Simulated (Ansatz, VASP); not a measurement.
# Two plane-wave programs on Cu

Contents of POSCAR:

```
Cu
1.0
    2.5288403170      0.0000000000      0.0000000000
    0.0000000000      2.5288403170      0.0000000000
    0.0000000000      0.0000000000     23.1526000000
Cu
5
Direct
    0.0000000000      0.0000000000      0.3455326715
    0.5000000000      0.5000000000      0.4227663355
    0.0000000000      0.0000000000      0.5000000000
    0.5000000000      0.5000000000      0.5772336645
    0.0000000000      0.0000000000      0.6544673285
```

Contents of INCAR.step1:

```
ALGO     = Normal         # electronic algorithm
DIPOL    = 0.5 0.5 0.500
EDIFF    = 1E-4           # SCF threshold, eV
ENCUT    = 520            # plane-wave cutoff, eV
GGA      = PE             # functional
IDIPOL   = 3            
ISMEAR   = -1             # smearing method
LASPH    = T              # aspherical terms in the spheres
LCHARG   = F              # write CHGCAR
LDIPOL   = T            
LREAL    = F              # projectors in reciprocal space
LWAVE    = T              # write WAVECAR
NBANDS   = 36             # bands
NELM     = 100            # most SCF steps
PREC     = Accurate       # precision mode
SIGMA    = 0.05           # smearing width, eV
```

The input INCAR.step2:

```
ALGO     = Normal         # electronic algorithm
DIPOL    = 0.5 0.5 0.500
EDIFF    = 1E-6           # SCF threshold, eV
ENCUT    = 520            # plane-wave cutoff, eV
IDIPOL   = 3            
ISIF     = 2              # what is computed and relaxed
ISMEAR   = -1             # smearing method
ISTART   = 1            
LASPH    = T              # aspherical terms in the spheres
LCHARG   = F              # write CHGCAR
LDIPOL   = T            
LMIXTAU  = T            
LREAL    = F              # projectors in reciprocal space
LWAVE    = F              # write WAVECAR
METAGGA  = R2SCAN         # meta-GGA
NBANDS   = 36             # bands
NELM     = 100            # most SCF steps
PREC     = Accurate       # precision mode
SIGMA    = 0.05           # smearing width, eV
```

File KPOINTS:

```
k-points
0
Gamma
  14 14 1
```

Input for Ansatz:

```yaml
crystal:
  lattice:
    - [2.528840317, 0.0, 0.0]
    - [0.0, 2.528840317, 0.0]
    - [0.0, 0.0, 23.1526]
  atoms:
    - { symbol: Cu, position: [0.0, 0.0, 0.3455326715] }
    - { symbol: Cu, position: [0.5, 0.5, 0.4227663355] }
    - { symbol: Cu, position: [0.0, 0.0, 0.5] }
    - { symbol: Cu, position: [0.5, 0.5, 0.5772336645] }
    - { symbol: Cu, position: [0.0, 0.0, 0.6544673285] }
kpoints:
  mp_grid: { grid: [14, 14, 1] }
scf:
  occupations: { method: fermi_dirac, width: 0.05 }
hamiltonian:
  xc: r2scan
  pseudopotentials: { kind: paw }
output:
  forces: true
  stress: true
  eigenvalues: true
  populations: true
efield:
  axis: 3
  amplitude: 0
  dipole_correction: true
```

Alike in both runs: task single point; functional r2SCAN; k mesh 14 × 14 × 1; occupations fermi-dirac, width 0.05 eV; no spin polarisation.

|  | VASP | Ansatz |
| --- | --- | --- |
| version | VASP 6.6.1 | Ansatz 0.2.0 |
| potentials or method | VASP PAW PBE potentials, release 64 (Cu) | PAW with Ansatz's default frozen-core files, scalar-relativistic |
| plane-wave cutoff (eV) | 520 | 500 |
| valence electrons in the cell | 55 | 95 |

Ansatz gave:

| Property | Result |
| --- | --- |
| rms of the force components (eV/Å) | 0.134 |

Question: Which values does VASP return?

Answer: rms of the force components (eV/Å): 0.123.

VASP's potentials were made for PBE, not for r2SCAN. Atom by atom the forces differ by 0.012 eV/Å (rms over components). The functional is the same, so the differences come from potentials, cutoffs and numerics. VASP's potentials hold 55 valence electrons a cell and Ansatz's 95, so a difference there can come from the potentials and not from the codes.
